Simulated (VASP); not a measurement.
A run of VASP 6.6.1 is set up as follows.

INCAR

```
PREC     = Accurate       # precision mode
ENCUT    = 520            # plane-wave cutoff, eV
EDIFF    = 1E-6           # SCF threshold, eV
ISMEAR   = -1             # smearing method
SIGMA    = 0.05           # smearing width, eV
LREAL    = F              # projectors in reciprocal space
LASPH    = T              # aspherical terms in the spheres
NELM     = 100            # most SCF steps
ALGO     = Normal         # electronic algorithm
ISIF     = 2              # what is computed and relaxed
LWAVE    = F              # write WAVECAR
LCHARG   = F              # write CHGCAR
GGA      = PE             # functional
NBANDS   = 34             # bands
```

Contents of KPOINTS:

```
regular mesh
0
Gamma
  9 9 8
```

File POSCAR:

```
Ga
1.0
    2.2935740000     -3.8449535000      0.0156705000
    2.2171260000      3.7998465000     -0.0607775000
   -0.0451670000     -0.0451670000      4.5167000000
Ga
4
Direct
    0.1525000000      0.8475000000      0.0785000000
    0.6525000000      0.3475000000      0.4215000000
    0.8475000000      0.1525000000      0.9215000000
    0.3475000000      0.6525000000      0.5785000000
```

Potentials or basis: VASP PAW PBE potentials, release 64 (Ga_d).

Run with:

```console
$ cat potpaw_PBE.64/Ga_d/POTCAR > POTCAR
$ mpirun -np 1 vasp_std > vasp.out
```

(1) Predict the largest force.

(2) Estimate the pressure.

(3) Estimate the band gap on the k mesh.

Results:

(1) 0.487 eV/Å.

(2) 2.5 GPa.

(3) zero (bands 26 and 27 overlap by 1.29 eV).

Caveat: the cell differs from its parent crystal (equal xy, yz and zx shear strains of -2 %).
